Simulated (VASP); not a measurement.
# Si2W (P6_222) in VASP: notebook

Si2W is run at these levels: r2SCAN, PBE; tasks: single point, relaxation of the atoms.

All numbers are computed with VASP 6.6.1; they aren't measurements. Logs are shortened: lines on timing, memory, paths and dates and some standing lists are left out, and cuts for length are marked.

## (1) The cell of the first run

It takes space group P6_222 (No. 180, hexagonal). The conventional cell has a = 4.617 Å, b = 4.617 Å, c = 6.653 Å, α = 90.00°, β = 90.00°, γ = 120.00°. W (site symmetry 222) has 10 Si at 2.59 to 2.69 Å and 4 W at 3.20 Å within 3.4 Å. Within 3.4 Å of Si (site symmetry 2) lie 9 Si at 2.57 to 3.23 Å and 5 W at 2.59 to 2.69 Å.

## (2) Single point, r2SCAN

Contents of POSCAR:

```
Si2W
1.0
    4.6168523821      0.0000000000      0.0000000000
   -2.3084261911      3.9983114484      0.0000000000
    0.0000000000      0.0000000000      6.6532220000
W Si
3 6
Direct
    0.5000000000      0.0000000000      0.5000000000
    0.5000000000      0.5000000000      0.8333333333
    0.0000000000      0.5000000000      0.1666666667
    0.3272520000      0.1636260000      0.1666666667
    0.8363740000      0.1636260000      0.8333333333
    0.1636260000      0.3272520000      0.5000000000
    0.6727480000      0.8363740000      0.1666666667
    0.1636260000      0.8363740000      0.8333333333
    0.8363740000      0.6727480000      0.5000000000
```

Contents of INCAR.step1:

```
  PREC = Accurate
  ENCUT = 520
  ISMEAR = -1
  SIGMA = 0.05
  LREAL = False
  LASPH = True
  NELM = 100
  NBANDS = 43
  GGA = PE
  ALGO = Normal
  EDIFF = 1E-4
  LWAVE = True
  LCHARG = False
```

Contents of INCAR.step2:

```
  PREC = Accurate
  ENCUT = 520
  EDIFF = 1E-7
  ISMEAR = -1
  SIGMA = 0.05
  LREAL = False
  LASPH = True
  NELM = 100
  ALGO = Normal
  ISIF = 2
  LWAVE = False
  LCHARG = False
  METAGGA = R2SCAN
  LMIXTAU = True
  NBANDS = 43
  ISTART = 1
```

Contents of KPOINTS:

```
Automatic mesh
0
Gamma
  7 7 4
```

Potentials or basis: VASP PAW PBE potentials, release 64 (W_sv, Si).

Launch:

```bash
cat potpaw_PBE.64/W_sv/POTCAR potpaw_PBE.64/Si/POTCAR > POTCAR
cp INCAR.step1 INCAR
mpirun -np 1 vasp_std > vasp.out
cp INCAR.step2 INCAR
mpirun -np 1 vasp_std > vasp.out
```

OUTCAR:

```text
PREC = Accurate
   ENCUT = 520
   EDIFF = 1E-7
   ISMEAR = -1
   LREAL = False
   LASPH = True
   NELM = 100
   ISIF = 2
   METAGGA = R2SCAN
   ISTART = 1

 ion  position               nearest neighbor table
   1  0.500  0.000  0.500-   5 2.59   8 2.59   7 2.59   4 2.59   6 2.65   9 2.65   9 2.65   6 2.65
                             6 2.69   9 2.69   3 3.20   3 3.20   2 3.20   2 3.20
   2  0.500  0.500  0.833-   6 2.59   9 2.59   7 2.59   4 2.59   8 2.65   5 2.65   8 2.65   5 2.65
                             8 2.69   5 2.69   1 3.20   1 3.20   3 3.20   3 3.20
   3  0.000  0.500  0.167-   6 2.59   9 2.59   8 2.59   5 2.59   4 2.65   7 2.65   7 2.65   4 2.65
                             7 2.69   4 2.69   1 3.20   1 3.20   2 3.20   2 3.20
   4  0.327  0.164  0.167-   6 2.57   8 2.57   1 2.59   2 2.59   7 2.62   3 2.65   3 2.65   3 2.69
                             7 2.69   7 2.69
   5  0.836  0.164  0.833-   6 2.57   7 2.57   1 2.59   3 2.59   8 2.62   2 2.65   2 2.65   2 2.69
                             8 2.69   8 2.69
   6  0.164  0.327  0.500-   5 2.57   4 2.57   2 2.59   3 2.59   9 2.62   1 2.65   1 2.65   1 2.69
                             9 2.69   9 2.69
   7  0.673  0.836  0.167-   9 2.57   5 2.57   1 2.59   2 2.59   4 2.62   3 2.65   3 2.65   3 2.69
                             4 2.69   4 2.69
   8  0.164  0.836  0.833-   9 2.57   4 2.57   1 2.59   3 2.59   5 2.62   2 2.65   2 2.65   2 2.69
                             5 2.69   5 2.69
   9  0.836  0.673  0.500-   8 2.57   7 2.57   2 2.59   3 2.59   6 2.62   1 2.65   1 2.65   1 2.69
                             6 2.69   6 2.69

  LATTYP: Found a hexagonal cell.
 ALAT       =     4.6168523821
 C/A-ratio  =     1.4410731488

  Lattice vectors:

 A1 = (   4.6168523821,   0.0000000000,   0.0000000000)
 A2 = (  -2.3084261911,   3.9983114484,   0.0000000000)
 A3 = (   0.0000000000,   0.0000000000,   6.6532220000)

Analysis of symmetry for initial positions (statically):
=====================================================================
 Subroutine PRICEL returns:
 Original cell was already a primitive cell.

 Routine SETGRP: Setting up the symmetry group for a
 hexagonal supercell.

 Subroutine GETGRP returns: Found 12 space group operations
 (whereof  4 operations were pure point group operations)
 out of a pool of 24 trial point group operations.

The static configuration has the point symmetry D_2 .
 The point group associated with its full space group is D_6 .

Analysis of symmetry for dynamics (positions and initial velocities):
=====================================================================
 Subroutine PRICEL returns:
 Original cell was already a primitive cell.

 Routine SETGRP: Setting up the symmetry group for a
[... 131 lines left out ...]
   NELECT =      66.0000    total number of electrons
   NUPDOWN=      -1.0000    fix difference up-down
   EMIN   =  10.00;   EMAX   =-10.00  energy-range for DOS
   EFERMI =   0.00;   METHOD = LEGACY
   ISMEAR =    -1;   SIGMA  =   0.05  broadening in eV -4-tet -1-fermi 0-gaus
   EFERMI_NEDOS =   21; number of points for ismear=-14 and -15
   IALGO  =     38    algorithm
   IMIX   =      4    mixing-type and parameters
     AMIX     =   0.40;   BMIX     =  1.00
     AMIX_MAG =   1.60;   BMIX_MAG =  1.00
  volume/ion in A,a.u.               =      13.65        92.09
  Fermi-wavevector in a.u.,A,eV,Ry     =   1.330979  2.515186 24.102797  1.771506
  Thomas-Fermi vector in A             =   2.460025
   LORBIT       =      0    0 simple, 1 ext, 2 COOP (PROOUT), +10 PAW based schemes
   METAGGA = R2SCAN    functional components
   LHFCALC =     F    Hartree Fock is set to
   AEXX    =    0.0000 exact exchange contribution
   IVDW    =     0    specifies the selected vdW correction
   LEPSILON=     F    determine dielectric tensor
   LRPA    =     F    only Hartree local field effects (RPA)
 non-spin polarized calculation
  energy-cutoff  :      520.00
  volume of cell :      122.82
 maximum number of plane-waves:      3343
 NGX is ok and might be reduce to    36
   NGX = 17   NGY = 17   NGZ = 25

 number of electron      66.0000007 magnetization

 Free energy of the ion-electron system (eV)
  ---------------------------------------------------
  ext. energy  EPLUGINS =         0.00000000
  ---------------------------------------------------
  free energy    TOTEN  =      -208.74697734 eV

  energy without entropy =     -208.74576729  energy(sigma->0) =     -208.74637231

 E-fermi :  12.3820     XC(G=0): -13.4409

 val. band max:       12.2178563795   @ k =   0.4286   0.0000   0.5000
 cond. band min:      12.5537112441   @ k =   0.4286   0.0000   0.0000
 fundamental gap:      0.3358548646
 Fermi energy:        12.3819677074

 k-point     1 :       0.0000    0.0000    0.0000
  band No.  band energies     occupation
      1     -63.9189      2.00000
      2     -63.9052      2.00000
      3     -63.9052      2.00000
      4     -27.6548      2.00000
      5     -27.6517      2.00000
      6     -27.6517      2.00000
[... 1093 lines left out ...]
     42      15.6828      0.00000
     43      15.8069      0.00000

------------------------ aborting loop because EDIFF is reached ----------------------------------------

  FORCE on cell =-STRESS in cart. coord.  units (eV):
  Direction    XX          YY          ZZ          XY          YZ          ZX
  --------------------------------------------------------------------------------------
  -------------------------------------------------------------------------------------
  Total       -3.7479725     -3.7479725     -3.7817344      0.0000000      0.0000000     -0.0000000
  in kB      -48.8936386    -48.8936386    -49.3340744      0.0000000      0.0000000     -0.0000000
  external PRESSURE =     -49.0404505 kB  Pullay stress =       0.0000000 kB

 VOLUME and BASIS-vectors are now :
 -----------------------------------------------------------------------------
  energy-cutoff  :      520.00
  volume of cell :      122.82
      direct lattice vectors                 reciprocal lattice vectors
     4.616852382  0.000000000  0.000000000     0.216597785  0.125052790  0.000000000
    -2.308426191  3.998311448  0.000000000     0.000000000  0.250105579  0.000000000
     0.000000000  0.000000000  6.653222000     0.000000000  0.000000000  0.150303116

 POSITION                                       TOTAL-FORCE (eV/Angst)
 -----------------------------------------------------------------------------------
      2.30843      0.00000      3.32661        -0.000000      0.000000      0.000000
      1.15421      1.99916      5.54435        -0.000000     -0.000000      0.000000
     -1.15421      1.99916      1.10887        -0.000000     -0.000000      0.000000
      1.13316      0.65423      1.10887        -0.003397     -0.001961      0.000000
      3.48370      0.65423      5.54435         0.003397     -0.001961     -0.000000
     -0.00000      1.30846      3.32661         0.000000     -0.003922      0.000000
      1.17527      3.34408      1.10887         0.003397      0.001961     -0.000000
     -1.17527      3.34408      5.54435        -0.003397      0.001961     -0.000000
      2.30843      2.68986      3.32661        -0.000000      0.003922      0.000000
 -----------------------------------------------------------------------------------
    total drift:                               -0.000000     -0.000000      0.000000

  FREE ENERGIE OF THE ION-ELECTRON SYSTEM (eV)
  ---------------------------------------------------
  free  energy   TOTEN  =      -208.7469773433 eV

  energy  without entropy=     -208.7457672850  energy(sigma->0) =     -208.74637231
```

OUTCAR.step1:

```text
PREC = Accurate
   ENCUT = 520
   ISMEAR = -1
   LREAL = False
   LASPH = True
   NELM = 100
[... 1360 lines left out ...]
      1.17527      3.34408      1.10887         0.000240      0.000139     -0.000000
     -1.17527      3.34408      5.54435        -0.000240      0.000139     -0.000000
      2.30843      2.68986      3.32661        -0.000000      0.000278      0.000000
 -----------------------------------------------------------------------------------
    total drift:                               -0.000000     -0.000000      0.000000

  FREE ENERGIE OF THE ION-ELECTRON SYSTEM (eV)
  ---------------------------------------------------
  free  energy   TOTEN  =       -73.8324694039 eV

  energy  without entropy=      -73.8292169950  energy(sigma->0) =      -73.83084320
```

Wall time 7 min (1 thread of Intel Xeon Platinum 8375C at 2.90GHz (Ice Lake), shared host); peak memory 0.31 GiB.

What came out:

- Free energy: -208.7470 eV
- Pressure: -4.9 GPa
- Largest force: 0.004 eV/Å
- Band gap on the k mesh: 0.34 eV (least direct gap 0.85 eV)

Forces in eV/Å, atoms in the order of the input:
```
W    0.000  0.000  0.000
W    0.000  0.000  0.000
W    0.000  0.000  0.000
Si  -0.003 -0.002  0.000
Si   0.003 -0.002  0.000
Si   0.000 -0.004  0.000
Si   0.003  0.002  0.000
Si  -0.003  0.002  0.000
Si   0.000  0.004  0.000
```

Levels at points of the mesh, in eV from the valence-band top:
| k point | band 31 | band 32 | band 33 | band 34 | band 35 | band 36 |
| --- | --- | --- | --- | --- | --- | --- |
| (0.00, 0.00, 0.00) | -3.13 | -2.68 | -0.85 | 2.53 | 2.53 | 2.63 |
| (0.00, 0.00, 0.50) | -2.73 | -0.65 | -0.65 | 2.08 | 2.36 | 2.36 |

Caveat: the cell stands under tension; the PAW data sets were made with another functional, which shifts forces and pressure a little; spin-orbit coupling is left out, which moves the levels of the heavy elements; an odd mesh through Γ misses points on the zone boundary, where band edges can lie.

## (3) Relaxation of the atoms, PBE

Contents of INCAR:

```
SYSTEM = Si2W
  ALGO = Normal
  EDIFF = 1E-6
  EDIFFG = -0.01
  ENCUT = 520
  GGA = PE
  IBRION = 2
  ISIF = 2
  ISMEAR = -1
  LASPH = .TRUE.
  LCHARG = .FALSE.
  LREAL = .FALSE.
  LWAVE = .FALSE.
  NELM = 100
  NSW = 60
  PREC = Accurate
  SIGMA = 0.05
```

Contents of KPOINTS:

```
k-points
0
G
  5 5 3
  0 0 0
```

POSCAR is that of step 2.

Potentials or basis: VASP PAW PBE potentials, release 64 (W_sv, Si).

Launch:

```bash
cat potpaw_PBE.64/W_sv/POTCAR potpaw_PBE.64/Si/POTCAR > POTCAR
mpirun -np 1 vasp_std > vasp.out
```

Run time: 37 s. Hardware: 1 thread of Intel Xeon Platinum 8488C (Sapphire Rapids), shared host; peak memory 0.26 GiB.

The run converged. Its results:

| Quantity | Value |
| --- | --- |
| Free energy | -73.8461 eV |
| Energy gained by relaxing | 0.0 meV/atom |
| Ionic steps | 2 |
| Pressure after relaxing | -0.5 GPa |
| Band gap on the k mesh | 0.40 eV (least direct gap 0.92 eV) |

Forces on the atoms (eV/Å):
```
W    0.000  0.000  0.000
W    0.000  0.000  0.000
W    0.000  0.000  0.000
Si   0.002  0.001  0.000
Si  -0.002  0.001  0.000
Si   0.000  0.002  0.000
Si  -0.002 -0.001  0.000
Si   0.002 -0.001  0.000
Si   0.000 -0.002  0.000
```

Stress tensor (GPa, compression positive):
```
-0.35  0.00  0.00
 0.00 -0.35  0.00
 0.00  0.00 -0.75
```

Final structure:
```
W Si
1.0
     4.61685    0.00000    0.00000
    -2.30843    3.99831    0.00000
     0.00000    0.00000    6.65322
W Si
3 6
Direct
  0.50000 0.00000 0.50000
  0.50000 0.50000 0.83333
  0.00000 0.50000 0.16667
  0.32739 0.16370 0.16667
  0.83630 0.16370 0.83333
  0.16370 0.32739 0.50000
  0.67261 0.83630 0.16667
  0.16370 0.83630 0.83333
  0.83630 0.67261 0.50000
```

Levels at points of the mesh, in eV from the valence-band top:
| k point | band 31 | band 32 | band 33 | band 34 | band 35 | band 36 |
| --- | --- | --- | --- | --- | --- | --- |
| (0.00, 0.00, 0.00) | -2.78 | -2.33 | -0.68 | 2.46 | 2.46 | 2.52 |

Caveat: spin-orbit coupling is left out, which moves the levels of the heavy elements; an odd mesh through Γ misses points on the zone boundary, where band edges can lie.
